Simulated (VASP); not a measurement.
Ti: single point with PBEsol

Crystal: Ti.

```
Ti
1.0
     2.77452    0.00000    0.00000
    -1.38726    2.40281    0.00000
     0.00000    0.00000    8.87857
Ti
4
Direct
  0.00000 0.00000 0.00000
  0.00000 0.00000 0.50000
  0.33333 0.66667 0.25000
  0.66667 0.33333 0.75000
```

| Item | Value |
| --- | --- |
| Program | VASP 6.6.1 |
| Task | single point |
| Functional | PBEsol |
| Potentials or basis | VASP PAW PBE potentials, release 64 (Ti_sv) |
| Cutoff | 520 eV |
| k mesh | 14 × 14 × 4 |
| Occupations | fermi-dirac, width 0.1 eV |
| Spin | no spin polarisation |
| Dipole correction | no |
| Further INCAR settings | ALGO = Normal; EDIFF = 1e-06; NBANDS = 32 |

```json
{"Pressure": "17.9 GPa", "Band gap on the k mesh": "zero (bands 24 and 25 overlap by 1.27 eV)"}
```

Stress tensor (GPa, compression positive):
```
17.74  0.00  0.00
 0.00 17.74  0.00
 0.00  0.00 18.31
```

Levels at points of the mesh, in eV from the Fermi level:
```tsv
k point	band 20	band 21	band 22	band 23	band 24	band 25	band 26	band 27	band 28	band 29
(0.00, 0.00, 0.00)	-3.03	0.10	0.13	0.70	0.70	0.80	0.80	1.05	1.19	1.19
(0.50, 0.00, 0.00)	-2.15	-1.48	-1.45	-1.25	0.02	0.07	0.63	1.33	1.98	2.18
(0.00, 0.00, 0.50)	-3.23	0.48	0.48	0.70	0.70	0.87	0.87	0.87	0.87	1.09
(0.50, 0.00, 0.50)	-2.67	-1.90	-1.90	-0.11	-0.11	0.93	0.93	1.04	1.04	1.85
```

Run time: 2.8 min on 1 thread of Intel Xeon 8259CL, on a shared host, peak memory 0.25 GiB.

Caveat: the cell stands under pressure; the PAW data sets were made with another functional, which shifts forces and pressure a little.
